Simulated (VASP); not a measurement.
Here is a VASP 6.6.1 calculation.

The input INCAR:

```
SYSTEM = CuSn3O8
  PREC = Accurate
  ENCUT = 520
  EDIFF = 1E-6
  ISMEAR = 0
  SIGMA = 0.05
  LREAL = .FALSE.
  LASPH = .TRUE.
  NELM = 150
  ALGO = Normal
  ISIF = 2
  LWAVE = .FALSE.
  LCHARG = .FALSE.
  ISPIN = 2
  MAGMOM = 0.3 0 0 0 0.03 0.02 0.06 0.06 0.03 0.02 0.06 0.06
  LORBIT = 11
  LMAXMIX = 4
  GGA = PS
  NBANDS = 66
```

KPOINTS

```
regular mesh
0
G
  4 4 3
  0 0 0
```

File POSCAR:

```
CuSn3O8
1.0
    4.7373500000      0.0000000000      0.0000000000
    0.0000000000      4.7373500000      0.0000000000
    0.0000000000      0.0000000000      6.3728000000
Cu Sn O
1 3 8
Direct
    0.0017262554      0.0017209060      0.0006958083
    0.0017680500      0.0017000142      0.5007047481
    0.5017688096      0.5016957799      0.2468803500
    0.5017142473      0.5017590507      0.7545217515
    0.3007789379      0.3008445520      0.0007050426
    0.3091042578      0.3092008550      0.5006986411
    0.1933131846      0.8102809293      0.2447227132
    0.1932631728      0.8103141321      0.7566616821
    0.7027042807      0.7025940311      0.0007053464
    0.6943421073      0.6942878422      0.5007000989
    0.8102422603      0.1931440353      0.2447507560
    0.8101996735      0.1931796657      0.7566598979
```

Potentials or basis: VASP PAW PBE potentials, release 64 (Cu, Sn_d, O).

Command:

```sh
$ cat potpaw_PBE.64/Cu/POTCAR potpaw_PBE.64/Sn_d/POTCAR potpaw_PBE.64/O/POTCAR > POTCAR
$ mpirun -np 1 vasp_std > vasp.out
```

(1) What does it give for the net moment?

(2) Predict the largest force.

(3) Estimate the pressure.

## Answers

(1) 0.63 μB per cell.

(2) 0.529 eV/Å.

(3) -3.9 GPa.

Caveat: the cell stands under tension; the PAW data sets were made with another functional, which shifts forces and pressure a little; a cell with one magnetic atom can't hold antiferromagnetic order, which such compounds often take.
